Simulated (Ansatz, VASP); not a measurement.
## One calculation of AlN, two programs

```xyz
4
Lattice="3.2382 0.0000 0.0000 -1.6191 2.8044 0.0000 0.0000 0.0000 5.3821" Properties=species:S:1:pos:R:3 pbc="T T T"
Al    0.0000    1.8696    0.0081
Al    1.6191    0.9348    2.6992
N     0.0000    1.8696    2.0640
N     1.6191    0.9348    4.7550
```

Change from the starting cell: strain +0.040 along x and y, +0.080 along z, atoms carried along.

Alike in both runs: task single point; functional PBEsol; k mesh 12 × 12 × 6; occupations gaussian, width 0.05 eV; no spin polarisation.

|  | VASP | Ansatz |
| --- | --- | --- |
| version | VASP 6.6.1 | Ansatz 0.2.0 |
| potentials or method | VASP PAW PBE potentials, release 64 (Al, N), cutoff 600 eV | scalar-relativistic, plane waves, PAW |
| valence electrons in the cell | 16 | 16 |

```csv
,VASP,Ansatz,Ansatz less VASP
gap on the k mesh at the Fermi level (eV),2.87,2.86,-0.009
least direct gap on the mesh (eV),2.87,2.86,-0.009
pressure (GPa),-22.8,-22.6,+0.29
"traceless stress, the component that is largest in VASP (GPa)",-5.06,-5.01,+0.047
rms of the force components (eV/Å),0.080,0.079,-0.0013
```

VASP's potentials were made for PBE, not for PBEsol. Atom by atom the forces differ by 0.001 eV/Å (rms over components). The functional is the same, so the differences come from potentials, cutoffs and numerics.
